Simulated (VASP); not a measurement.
A run of VASP 6.6.1 is set up as follows.

File INCAR:

```
PREC     = Accurate       # precision mode
ENCUT    = 1330           # plane-wave cutoff, eV
EDIFF    = 1E-6           # SCF threshold, eV
ISMEAR   = 0              # smearing method
SIGMA    = 0.05           # smearing width, eV
LREAL    = False          # projectors in reciprocal space
LASPH    = True           # aspherical terms in the spheres
NELM     = 120            # most SCF steps
ALGO     = Normal         # electronic algorithm
ISIF     = 2              # what is computed and relaxed
LWAVE    = False          # write WAVECAR
LCHARG   = False          # write CHGCAR
NBANDS   = 41             # bands
GGA_COMPAT= False
```

File KPOINTS:

```
Automatic mesh
0
Gamma
  6 6 6
```

Contents of POSCAR:

```
AlGa3N4
1.0
    4.4267521656     -0.0515716627     -0.0515716627
   -0.0515716627      4.4267521656     -0.0515716627
   -0.0515716627     -0.0515716627      4.4267521656
Al Ga N
1 3 4
Direct
    0.0000000000      0.0000000000      0.0000000000
    0.5000000000      0.5000000000      0.0000000000
    0.5000000000      0.0000000000      0.5000000000
    0.0000000000      0.5000000000      0.5000000000
    0.7548078379      0.7548078379      0.2451921621
    0.7548078379      0.2451921621      0.7548078379
    0.2451921621      0.7548078379      0.7548078379
    0.2451921621      0.2451921621      0.2451921621
```

Potentials or basis: VASP PAW LDA potentials, release 64 (Al, Ga_d, N_h).

Run with:

```bash
$ cat potpaw_LDA.64/Al/POTCAR potpaw_LDA.64/Ga_d/POTCAR potpaw_LDA.64/N_h/POTCAR > POTCAR
$ mpirun -np 1 vasp_std > vasp.out
```

Problem. Estimate the pressure.

Solution. 1.5 GPa.

Problem. Predict the band gap on the k mesh.

Solution. 2.46 eV.

Problem. What does it give for the largest force?

Solution. 0.459 eV/Å.

Stress tensor (GPa, compression positive):
```
1.45 5.22 5.22
5.22 1.45 5.22
5.22 5.22 1.45
```
